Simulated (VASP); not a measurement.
# AlIn3As4 (I-42m) in VASP: a series of runs, part 2 of 2

VASP 6.6.1. Earlier steps stand in the parts before.

### Step 3. Single point, PBE

This run uses another cell than the first one, of 23.45 Å³/atom, 0.842 times its volume.

INCAR

```
SYSTEM = AlIn3As4
PREC = Accurate
ENCUT = 520
EDIFF = 1E-6
ISMEAR = 0
SIGMA = 0.1
LREAL = .FALSE.
LASPH = .TRUE.
NELM = 80
ALGO = Normal
ISIF = 2
LWAVE = .FALSE.
LCHARG = .FALSE.
GGA = PE
NBANDS = 41
```

KPOINTS

```
Automatic mesh
0
G
  4 4 4
  0 0 0
```

POSCAR

```
AlIn3As4
1.0
   -2.8624136000      2.8624136000      5.7248272000
    2.8624136000     -2.8624136000      5.7248272000
    2.8624136000      2.8624136000     -5.7248272000
Al In As
1 3 4
Direct
    0.5000000000      0.5000000000      0.0000000000
    0.7500000000      0.2500000000      0.5000000000
    0.2500000000      0.7500000000      0.5000000000
    0.0000000000      0.0000000000      0.0000000000
    0.8750000000      0.3750000000      0.0000000000
    0.3750000000      0.8750000000      0.0000000000
    0.1250000000      0.1250000000      0.5000000000
    0.6250000000      0.6250000000      0.5000000000
```

Potentials or basis: VASP PAW PBE potentials, release 64 (Al, In_d, As).

Run with:

```console
cat potpaw_PBE.64/Al/POTCAR potpaw_PBE.64/In_d/POTCAR potpaw_PBE.64/As/POTCAR > POTCAR
mpirun -np 1 vasp_std > vasp.out
```

OUTCAR:

```text
SYSTEM = AlIn3As4
   PREC = Accurate
   ENCUT = 520
   EDIFF = 1E-6
   ISMEAR = 0
   LREAL = .FALSE.
   LASPH = .TRUE.
   NELM = 80
   ISIF = 2
   GGA = PE

 ion  position               nearest neighbor table
   1  0.500  0.500  0.000-   5 2.48   6 2.48   8 2.48   7 2.48
   2  0.750  0.250  0.500-   5 2.48   7 2.48   8 2.48   6 2.48
   3  0.250  0.750  0.500-   6 2.48   7 2.48   8 2.48   5 2.48
   4  0.000  0.000  0.000-   5 2.48   6 2.48   7 2.48   8 2.48
   5  0.875  0.375  0.000-   1 2.48   3 2.48   4 2.48   2 2.48
   6  0.375  0.875  0.000-   1 2.48   2 2.48   4 2.48   3 2.48
   7  0.125  0.125  0.500-   1 2.48   2 2.48   3 2.48   4 2.48
   8  0.625  0.625  0.500-   2 2.48   3 2.48   4 2.48   1 2.48

  LATTYP: Found a body centered tetragonal cell.
[... 770 lines left out ...]
  in kB      147.0329950    147.0329950    146.8017286      0.0000000      0.0000000     -0.0000000
  external PRESSURE =     146.9559062 kB  Pullay stress =       0.0000000 kB

 VOLUME and BASIS-vectors are now :
 -----------------------------------------------------------------------------
  energy-cutoff  :      520.00
  volume of cell :      187.62
      direct lattice vectors                 reciprocal lattice vectors
    -2.862413600  2.862413600  5.724827200     0.000000000  0.174677761  0.087338881
     2.862413600 -2.862413600  5.724827200     0.174677761  0.000000000  0.087338881
     2.862413600  2.862413600 -5.724827200     0.174677761  0.174677761  0.000000000

 POSITION                                       TOTAL-FORCE (eV/Angst)
 -----------------------------------------------------------------------------------
      0.00000      0.00000      5.72483        -0.000000      0.000000      0.000000
      0.00000      2.86241      2.86241        -0.000000     -0.000000      0.000000
      2.86241      0.00000      2.86241        -0.000000      0.000000      0.000000
      0.00000      0.00000      0.00000        -0.000000     -0.000000      0.000000
     -1.43121      1.43121      7.15603         0.953086     -0.953086     -0.933853
      1.43121     -1.43121      7.15603        -0.953086      0.953086     -0.933853
      1.43121      1.43121     -1.43121         0.953086      0.953086      0.933853
      1.43121      1.43121      4.29362        -0.953086     -0.953086      0.933853
 -----------------------------------------------------------------------------------
    total drift:                               -0.000003     -0.000003     -0.000003

  FREE ENERGIE OF THE ION-ELECTRON SYSTEM (eV)
  ---------------------------------------------------
  free  energy   TOTEN  =       -30.7395072663 eV

  energy  without entropy=      -30.7395072663  energy(sigma->0) =      -30.73950727
```

stdout:

```text
POSCAR found type information on POSCAR AlInAs
 POSCAR found :  3 types and       8 ions
 scaLAPACK will be used
 LDA part: xc-table for (Slater+PW92), standard interpolation
 POSCAR, INCAR and KPOINTS ok, starting setup
 FFT: planning ... GRIDC
 FFT: planning ... GRID_SOFT
 FFT: planning ... GRID
 WAVECAR not read
 entering main loop
```

It took 98 s on 1 thread of Intel Xeon 6975P-C (Granite Rapids), shared host; peak memory 0.43 GiB.

What came out:

| Item | Value |
| --- | --- |
| Free energy | -30.7395 eV |
| Pressure | 14.7 GPa |
| Largest force | 1.640 eV/Å |
| Band gap on the k mesh | 0.95 eV, direct |

Forces on the atoms (eV/Å):
```
Al   0.000  0.000  0.000
In   0.000  0.000  0.000
In   0.000  0.000  0.000
In   0.000  0.000  0.000
As   0.953 -0.953 -0.934
As  -0.953  0.953 -0.934
As   0.953  0.953  0.934
As  -0.953 -0.953  0.934
```

Caveat: spin-orbit coupling is left out, which moves the levels of the heavy elements; forces of over 1 eV/Å act on the atoms, so gaps and moduli don't describe the material at rest. A k mesh can miss the band edges.

### Step 4. Relaxation of cell and atoms, PBE

This run uses another cell than the first one, of 23.45 Å³/atom, 0.842 times its volume.

INCAR

```
PREC     = Accurate       # precision mode
ENCUT    = 600            # plane-wave cutoff, eV
EDIFF    = 1E-6           # SCF threshold, eV
ISMEAR   = 0              # smearing method
SIGMA    = 0.1            # smearing width, eV
LREAL    = F              # projectors in reciprocal space
LASPH    = T              # aspherical terms in the spheres
NELM     = 60             # most SCF steps
ALGO     = Normal         # electronic algorithm
ISIF     = 3              # what is computed and relaxed
LWAVE    = F              # write WAVECAR
LCHARG   = F              # write CHGCAR
GGA      = PE             # functional
IBRION   = 2              # ionic algorithm
NSW      = 90             # ionic steps
EDIFFG   = -0.04          # ionic threshold
```

KPOINTS

```
regular mesh
0
Gamma
  4 4 4
```

POSCAR is that of step 3.

Run with:

```console
cat potpaw_PBE.64/Al/POTCAR potpaw_PBE.64/In_d/POTCAR potpaw_PBE.64/As/POTCAR > POTCAR
mpirun -np 1 vasp_std > vasp.out
```

It took 16 min on 1 thread of Intel Xeon Platinum 8488C (Sapphire Rapids), shared host; peak memory 0.51 GiB.

The run converged. Its results:

- Free energy: -32.4831 eV
- Relaxed volume: 27.98 Å³/atom
- Relaxed cell: a = 7.434 Å, b = 7.434 Å, c = 7.434 Å, α = 131.79°, β = 131.79°, γ = 70.56°
- Space group after relaxing (to 0.05 Å): I-42m (No. 121)
- Energy gained by relaxing: 217.9 meV/atom
- Ionic steps: 6
- Pressure after relaxing: -0.1 GPa
- Largest force after relaxing: 0.027 eV/Å
- Band gap on the k mesh: zero (filled and empty bands touch)

Forces on the atoms (eV/Å):
```
Al   0.000  0.000  0.000
In   0.000  0.000  0.000
In   0.000  0.000  0.000
In   0.000  0.000  0.000
As   0.008 -0.008  0.025
As  -0.008  0.008  0.025
As   0.008  0.008 -0.025
As  -0.008 -0.008 -0.025
```

Step by step:
| step | energy change (eV) | largest force (eV/Å) | pressure (GPa) | volume (Å³) |
| --- | --- | --- | --- | --- |
| 1 | 0.0000 | 1.6398 | 14.72 | 187.62 |
| 2 | -1.2259 | 0.3029 | -4.77 | 252.41 |
| 3 | -1.6387 | 0.6289 | -0.43 | 226.30 |
| 4 | -1.7023 | 0.4114 | -0.23 | 224.82 |
| 5 | -1.7424 | 0.0553 | 0.20 | 222.53 |
| 6 | -1.7434 | 0.0270 | -0.09 | 223.82 |

Final structure:
```
CELL_PARAMETERS angstrom
-3.03646 3.03646 6.06889
3.03646 -3.03646 6.06889
3.03646 3.03646 -6.06889
ATOMIC_POSITIONS crystal
Al 0.50000 0.50000 0.00000
In 0.75000 0.25000 0.50000
In 0.25000 0.75000 0.50000
In 0.00000 0.00000 0.00000
As 0.85632 0.38245 0.00000
As 0.38245 0.85632 0.00000
As 0.14368 0.14368 0.52613
As 0.61755 0.61755 0.47387
```

Levels at points of the mesh, in eV from the Fermi level:
```csv
k point,band 27,band 28,band 29,band 30,band 31,band 32,band 33,band 34,band 35,band 36
"(0.00, 0.00, 0.00)",-2.07,-2.07,-0.09,-0.05,-0.03,-0.03,1.65,1.93,3.89,3.89
"(0.50, 0.00, 0.00)",-1.81,-1.74,-1.67,-1.07,-0.89,2.50,2.86,3.27,3.30,3.32
"(0.50, 0.50, 0.00)",-1.05,-0.93,-0.85,-0.77,-0.66,0.95,1.06,2.56,2.79,4.25
"(0.50, 0.50, 0.50)",-2.02,-1.41,-1.41,-1.18,-1.18,1.65,1.65,1.75,1.93,2.23
```

Caveat: the k points lie up to 0.37 Å⁻¹ apart in the final cell; the volume moved by over 15 % at a fixed basis, so the end points are rough; spin-orbit coupling is left out, which moves the levels of the heavy elements.

### Step 5. Overview

```csv
task,cell,cutoff (eV),gap on the mesh (eV),pressure (GPa),largest force (eV/Å)
single point,"a = 7.423 Å, angles 131.8, 131.8, 70.6°, 8 atoms",520,-,0.1,-
single point,"a = 7.011 Å, angles 131.8, 131.8, 70.5°, 8 atoms",520,0.95,14.7,1.64
relaxation of cell and atoms,"relaxed from a = 7.011 Å, angles 131.8, 131.8, 70.5°, 8 atoms",600,none,-0.1,0.03
```

Alike in all rows: level PBE; potentials or basis VASP PAW PBE potentials, release 64 (Al, In_d, As); no spin polarisation; k mesh 4 × 4 × 4; smearing gaussian 0.1 eV.

Caveats: some runs use coarse meshes; spin-orbit coupling is left out, which moves the levels of the heavy elements; forces of over 1 eV/Å act on the atoms, so gaps and moduli don't describe the material at rest (some runs); the volume moved by over 15 % at a fixed basis, so the end points are rough (some runs).

Total energies depend on the potentials used, so only differences within one code and one set of settings carry meaning.
